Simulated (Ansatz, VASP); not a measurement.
**Two plane-wave programs on Hf**

The input INCAR:

```
  PREC = Accurate
  ENCUT = 520
  EDIFF = 1E-6
  ISMEAR = 0
  SIGMA = 0.15
  LREAL = False
  LASPH = True
  NELM = 60
  ALGO = Fast
  ISIF = 2
  LWAVE = False
  LCHARG = False
  GGA = PS
  NBANDS = 11
```

The input KPOINTS:

```
Automatic mesh
0
Gamma
  20 20 20
```

The input POSCAR:

```
Hf
1.0
    0.0000000000      2.1841872859      2.2933966502
    2.1841872859      0.0000000000      2.2933966502
    2.1841872859      2.1841872859      0.0000000000
Hf
1
Direct
    0.0000000000      0.0000000000      0.0000000000
```

Input for Ansatz:

```yaml
crystal:
  lattice:
    - [0.0, 2.1841872859, 2.2933966502]
    - [2.1841872859, 0.0, 2.2933966502]
    - [2.1841872859, 2.1841872859, 0.0]
  atoms:
    - { symbol: Hf, position: [0.0, 0.0, 0.0] }
basis:
  ecutwfc: 420
kpoints:
  mp_grid: { grid: [20, 20, 20] }
hamiltonian:
  xc: pbesol
scf:
  occupations: { method: gaussian, width: 0.15 }
output:
  forces: true
  stress: true
  eigenvalues: true
```

Alike in both runs: task single point; functional PBEsol; k mesh 20 × 20 × 20; occupations gaussian, width 0.15 eV; no spin polarisation.

|  | VASP | Ansatz |
| --- | --- | --- |
| version | VASP 6.6.1 | Ansatz 0.2.0 |
| potentials or method | VASP PAW PBE potentials, release 64 (Hf_pv), cutoff 520 eV | scalar-relativistic, plane waves, PAW |
| valence electrons in the cell | 10 | 26 |

Ansatz gave:

- gap on the k mesh at the Fermi level (eV): none
- pressure (GPa): -1.5
- traceless stress, the component that is largest in VASP (GPa): -1.78

Task: Which values does VASP return?

Result: gap on the k mesh at the Fermi level (eV): none; pressure (GPa): -1.9; traceless stress, the component that is largest in VASP (GPa): -1.79.

VASP's potentials were made for PBE, not for PBEsol. A gap of «none» marks a metal or a gap that the smearing closes. The functional is the same, so the differences come from potentials, cutoffs and numerics. VASP's potentials hold 10 valence electrons a cell and Ansatz's 26, so a difference there can come from the potentials and not from the codes.

Spin-orbit coupling is off throughout.
